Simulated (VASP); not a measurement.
Set up this calculation in VASP 6.6.1, as the native input.

```
Task                   : single point
Functional             : PBE
Potentials or basis    : VASP PAW PBE potentials, release 64 (Yb, N)
Cutoff                 : 520 eV
k mesh                 : 6 × 6 × 6
Occupations            : gaussian, width 0.05 eV
Spin                   : collinear spin, ferromagnetic start
Starting moments       : [1.0, 0.0] μB
Hubbard terms          : Yb f U = 6.0 eV
Dipole correction      : no
Further INCAR settings : ALGO = Normal; EDIFF = 1e-07; NBANDS = 26
```

The structure of YbN lies in POSCAR:

```
YbN
1.0
    0.0000000000      2.6528496000      2.6528496000
    2.6528496000      0.0000000000      2.6528496000
    2.6528496000      2.6528496000      0.0000000000
Yb N
1 1
Direct
    0.0000000000      0.0000000000      0.0000000000
    0.2500000000      0.2500000000      0.2500000000
```

The input as run:

INCAR

```
PREC = Accurate
ENCUT = 520
EDIFF = 1E-7
ISMEAR = 0
SIGMA = 0.05
LREAL = False
LASPH = True
NELM = 150
ALGO = Normal
ISIF = 2
LWAVE = False
LCHARG = False
ISPIN = 2
MAGMOM = 1 0
LORBIT = 11
LMAXMIX = 6
LDAU = True
LDAUTYPE = 2
LDAUL = 3 -1
LDAUU = 6 0
LDAUJ = 0 0
LDAUPRINT = 1
GGA = PE
NBANDS = 26
```

KPOINTS

```
regular mesh
0
Gamma
  6 6 6
```

Potentials or basis: VASP PAW PBE potentials, release 64 (Yb, N).

Command:

```bash
$ cat potpaw_PBE.64/Yb/POTCAR potpaw_PBE.64/N/POTCAR > POTCAR
$ mpirun -np 1 vasp_std > vasp.out
```

Results of the run:

| Quantity | Value |
| --- | --- |
| Pressure | -4.2 GPa |
| Band gap on the k mesh | zero (filled and empty bands overlap) |
| Net moment | 1.00 μB per cell |
| Site moments | Yb +0.51; N +0.36 μB |
| Valence electrons inside the program's atomic spheres | Yb 22.28; N 3.62 |

Caveat: spin-orbit coupling is left out, which moves the levels of the heavy elements.

It took 58 s on 1 thread of AMD EPYC 7R13 Processor (Zen 3) (shared host), peak memory 0.17 GiB.
